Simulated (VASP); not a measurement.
Write the native input for VASP 6.6.1 that does the following.

```
Task                   : single point
Functional             : PBE
Potentials or basis    : VASP PAW PBE potentials, release 64 (Sn_d, Se)
Cutoff                 : 500 eV
k mesh                 : 11 × 11 × 11
Occupations            : fermi-dirac, width 0.05 eV
Spin                   : no spin polarisation
Dipole correction      : no
Further INCAR settings : ALGO = Normal; EDIFF = 1e-06; NBANDS = 17
```

The structure of SnSe (zincblende type) lies in POSCAR:

```
SnSe
1.0
    0.0000000000      3.3889699714      3.3889699714
    3.3889699714      0.0000000000      3.3889699714
    3.3889699714      3.3889699714      0.0000000000
Sn Se
1 1
Direct
    0.0000000000      0.0000000000      0.0000000000
    0.2500000000      0.2500000000      0.2500000000
```

The input as run:

INCAR

```
SYSTEM = SnSe
PREC     = Accurate       ! precision mode
ENCUT    = 500            ! plane-wave cutoff, eV
EDIFF    = 1E-6           ! SCF threshold, eV
ISMEAR   = -1             ! smearing method
SIGMA    = 0.05           ! smearing width, eV
LREAL    = .FALSE.        ! projectors in reciprocal space
LASPH    = .TRUE.         ! aspherical terms in the spheres
NELM     = 120            ! most SCF steps
ALGO     = Normal         ! electronic algorithm
ISIF     = 2              ! what is computed and relaxed
LWAVE    = .FALSE.        ! write WAVECAR
LCHARG   = .TRUE.         ! write CHGCAR
GGA      = PE             ! functional
LELF     = .TRUE.         ! ELF
LVHAR    = .TRUE.       
NBANDS   = 17             ! bands
GGA_COMPAT= .FALSE.
```

KPOINTS

```
Automatic mesh
0
G
  11 11 11
  0 0 0
```

Potentials or basis: VASP PAW PBE potentials, release 64 (Sn_d, Se).

The run is started by

```sh
$ cat potpaw_PBE.64/Sn_d/POTCAR potpaw_PBE.64/Se/POTCAR > POTCAR
$ mpirun -np 1 vasp_std > vasp.out
```

Results of the run:

The pressure is 0.0 GPa. The band gap on the k mesh is 0.16 eV (least direct gap 0.70 eV).

Caveat: semilocal functionals underestimate gaps, and a narrow one can read as zero; spin-orbit coupling is left out, which moves the levels of the heavy elements; an odd mesh through Γ misses points on the zone boundary, where band edges can lie.

It took 59 s on 1 thread of AMD EPYC 7R13 Processor (Zen 3), on a shared host, peak memory 0.21 GiB.
